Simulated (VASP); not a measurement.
GaN:

```
CELL_PARAMETERS angstrom
0.00000 2.25350 2.25350
2.25350 0.00000 2.25350
2.25350 2.25350 0.00000
ATOMIC_POSITIONS crystal
Ga 0.00000 0.00000 0.00000
N 0.75000 0.75000 0.75000
```

Base run:

- Program: VASP 6.6.1
- Functional: PBEsol
- Potentials or basis: VASP PAW PBE potentials, release 64 (Ga_d, N)
- Cutoff: 520 eV
- k mesh: 8 × 8 × 8
- Occupations: gaussian, width 0.01 eV
- Spin: no spin polarisation

Its results: band gap on the k mesh 1.68 eV, direct; pressure -1.3 GPa.

Problem. The run is repeated on the same cell with these changes: functional from PBEsol to revPBE. What comes out?

Solution. Band gap on the k mesh 1.76 eV, direct; pressure 7.9 GPa.

revPBE binds less tightly than PBEsol, so the same cell stands under more pressure.

Caveats: the PAW data sets were made with another functional, which shifts forces and pressure a little.

